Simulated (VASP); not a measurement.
Ti6O: single point with PBEsol

Crystal: Ti6O.

```
CELL_PARAMETERS angstrom
5.00013 0.00000 0.00000
-2.50007 4.33024 0.00000
0.00000 0.00000 4.64540
ATOMIC_POSITIONS crystal
Ti 0.33238 0.00000 0.25958
Ti 0.00000 0.33238 0.25958
Ti 0.66762 0.66762 0.25958
Ti 0.00000 0.66762 0.74042
Ti 0.66762 0.00000 0.74042
Ti 0.33238 0.33238 0.74042
O 0.00000 0.00000 0.00000
```

```
Program                : VASP 6.6.1
Task                   : single point
Functional             : PBEsol
Potentials or basis    : VASP PAW PBE potentials, release 64 (Ti_sv, O)
Cutoff                 : 520 eV
k mesh                 : 12 × 12 × 8
Occupations            : gaussian, width 0.1 eV
Spin                   : no spin polarisation
Dipole correction      : no
Further INCAR settings : ALGO = Normal; EDIFF = 1e-06; NBANDS = 48
```

The pressure is 4.6 GPa. The largest force is 0.043 eV/Å. The band gap on the k mesh is zero (bands 39 and 40 overlap by 0.53 eV).

Forces in eV/Å, atoms in the order of the input:
```
Ti   0.033  0.000  0.027
Ti  -0.017  0.029  0.027
Ti  -0.017 -0.029  0.027
Ti   0.017 -0.029 -0.027
Ti  -0.033  0.000 -0.027
Ti   0.017  0.029 -0.027
O    0.000  0.000  0.000
```

Levels at points of the mesh, in eV from the Fermi level:
| k point | band 35 | band 36 | band 37 | band 38 | band 39 | band 40 | band 41 | band 42 | band 43 | band 44 |
| --- | --- | --- | --- | --- | --- | --- | --- | --- | --- | --- |
| (0.00, 0.00, 0.00) | -1.18 | -1.00 | -1.00 | 0.03 | 0.19 | 0.19 | 0.69 | 0.69 | 0.89 | 1.21 |
| (0.50, 0.00, 0.00) | -1.15 | -1.14 | -1.12 | -0.57 | -0.30 | 0.51 | 0.70 | 0.76 | 0.86 | 1.12 |
| (0.00, 0.00, 0.50) | -1.06 | -0.48 | -0.48 | -0.44 | -0.25 | -0.25 | 0.25 | 0.25 | 0.50 | 0.68 |
| (0.50, 0.00, 0.50) | -0.76 | -0.70 | -0.69 | -0.49 | -0.43 | -0.24 | 0.19 | 0.69 | 0.93 | 1.43 |

Run time: 16 min on 1 thread of AMD EPYC 7R13, with other jobs on the host, peak memory 0.52 GiB.

Caveat: the cell stands under pressure; the PAW data sets were made with another functional, which shifts forces and pressure a little.
